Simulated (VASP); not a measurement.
Input of a VASP 6.6.1 run:

The input INCAR:

```
PREC = Accurate
ENCUT = 520
EDIFF = 1E-7
ISMEAR = 0
SIGMA = 0.1
LREAL = False
LASPH = True
NELM = 60
ALGO = Normal
ISIF = 2
LWAVE = False
LCHARG = True
GGA = PS
LELF = True
LVHAR = True
NBANDS = 34
```

Contents of KPOINTS:

```
regular mesh
0
Gamma
  10 10 10
```

Contents of POSCAR:

```
NiGe3
1.0
    3.9634904449      0.0000000000      0.0000000000
    0.0000000000      3.9634904449      0.0000000000
    0.0000000000      0.0000000000      3.9634904449
Ge Ni
3 1
Direct
    0.0000000000      0.5000000000      0.5000000000
    0.5000000000      0.0000000000      0.5000000000
    0.5000000000      0.5000000000      0.0000000000
    0.0000000000      0.0000000000      0.0000000000
```

Potentials or basis: VASP PAW PBE potentials, release 64 (Ge_d, Ni).

Run with:

```bash
$ cat potpaw_PBE.64/Ge_d/POTCAR potpaw_PBE.64/Ni/POTCAR > POTCAR
$ mpirun -np 1 vasp_std > vasp.out
```

Task: Estimate the pressure.

Result: 0.1 GPa.

Task: What does it give for the band gap on the k mesh?

Result: Zero (band 26 reaches 8.51 eV, above the bottom of band 27 at 7.23 eV).

Caveat: the PAW data sets were made with another functional, which shifts forces and pressure a little. Spin polarisation is off, so any magnetic state and its effect on volume and gap are missing.
